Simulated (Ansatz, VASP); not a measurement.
MgO in VASP and in Ansatz

The input INCAR:

```
PREC = Accurate
ENCUT = 520
EDIFF = 1E-6
ISMEAR = 0
SIGMA = 0.01
LREAL = False
LASPH = True
NELM = 80
ALGO = Normal
ISIF = 2
LWAVE = False
LCHARG = True
LELF = True
LVHAR = True
NBANDS = 11
```

File KPOINTS:

```
Automatic mesh
0
Gamma
  7 7 6
```

The input POSCAR:

```
MgO
1.0
    2.9380200000      0.0000000000      0.0000000000
   -1.4690100000      2.5444000000      0.0000000000
    0.0000000000      0.0000000000      2.6796800000
Mg O
1 1
Direct
    0.0000000000      0.0000000000      0.0000000000
    0.3333333333      0.6666666667      0.5000000000
```

Input for Ansatz:

```yaml
crystal:
  lattice:
    - [2.93802, 0.0, 0.0]
    - [-1.46901, 2.5444, 0.0]
    - [0.0, 0.0, 2.67968]
  atoms:
    - { symbol: Mg, position: [0.0, 0.0, 0.0] }
    - { symbol: O, position: [0.3333333333333333, 0.6666666666666666, 0.5] }
accuracy: medium
basis:
  ecutwfc: 500.0
kpoints:
  mp_grid:
    grid: [7, 7, 6]
hamiltonian:
  xc: lda
scf:
  max_iter: 200
  convergence:
    dr2_threshold: 1.0e-06
  occupations:
    method: fixed
output:
  stress: true
```

Alike in both runs: task single point; functional LDA; k mesh 7 × 7 × 6; no spin polarisation.

|  | VASP | Ansatz |
| --- | --- | --- |
| version | VASP 6.6.1 | Ansatz 0.2.0 |
| potentials or method | VASP PAW LDA potentials, release 64 (Mg, O), cutoff 520 eV | plane waves, PAW |
| occupations | gaussian, width 0.01 eV | fixed |
| valence electrons in the cell | 8 | 16 |

|  | VASP | Ansatz | Ansatz less VASP |
| --- | --- | --- | --- |
| pressure (GPa) | -11.0 | -9.3 | +1.64 |
| traceless stress, the component that is largest in VASP (GPa) | -1.04 | -0.86 | +0.187 |

LDA's correlation is that of Perdew and Zunger in VASP and of Perdew and Wang (1992) in Ansatz. VASP's potentials hold 8 valence electrons a cell and Ansatz's 16, so a difference there can come from the potentials and not from the codes. Ansatz's warnings: stress scf threshold loose.
